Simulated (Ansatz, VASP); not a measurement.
# One calculation of LiH, two programs

INCAR

```
SYSTEM = LiH
PREC = Accurate ; ENCUT = 650
EDIFF = 1E-6 ; ISMEAR = 0
SIGMA = 0.1 ; LREAL = .False.
LASPH = .True. ; NELM = 120
ALGO = Normal ; ISIF = 2
LWAVE = .False. ; LCHARG = .False.
LDIPOL = .True. ; IDIPOL = 3
DIPOL = 0.5 0.5 0.500 ; GGA = PE
NBANDS = 9 ; GGA_COMPAT = .False.
NELMDL = -8
```

KPOINTS

```
Automatic mesh
0
Gamma
  6 6 1
  0 0 0
```

The input POSCAR:

```
LiH
1.0
    2.8996260000      0.0000000000      0.0000000000
    0.0000000000      2.8996260000      0.0000000000
    0.0000000000      0.0000000000     14.0000000000
Li H
1 1
Direct
    0.5000000000      0.5000000000      0.5000000000
    0.0000000000      0.0000000000      0.5000000000
```

Input for Ansatz:

```yaml
crystal:
  lattice:
    - [2.899626, 0.0, 0.0]
    - [0.0, 2.899626, 0.0]
    - [0.0, 0.0, 14.0]
  atoms:
    - { symbol: Li, position: [0.5, 0.5, 0.5] }
    - { symbol: H, position: [0.0, 0.0, 0.5] }
  periodic: [true, true, false]
basis:
  ecutwfc: 420
kpoints:
  mp_grid: { grid: [6, 6, 1] }
hamiltonian:
  xc: pbe
scf:
  occupations: { method: gaussian, width: 0.1 }
  lower_state_search: "off"
output:
  forces: true
  stress: true
  eigenvalues: true
```

Alike in both runs: task single point; functional PBE; k mesh 6 × 6 × 1; occupations gaussian, width 0.1 eV; no spin polarisation.

```csv
,VASP,Ansatz
version,VASP 6.6.1,Ansatz 0.2.0
potentials or method,"VASP PAW PBE potentials, release 64 (Li_sv, H), cutoff 650 eV","scalar-relativistic, plane waves, PAW"
valence electrons in the cell,4,4
```

```tsv
	VASP	Ansatz	Ansatz less VASP
gap on the k mesh at the Fermi level (eV)	1.68	1.68	-0.005
least direct gap on the mesh (eV)	4.71	4.71	+0.002
```

Ansatz's warnings: slab cell height set.
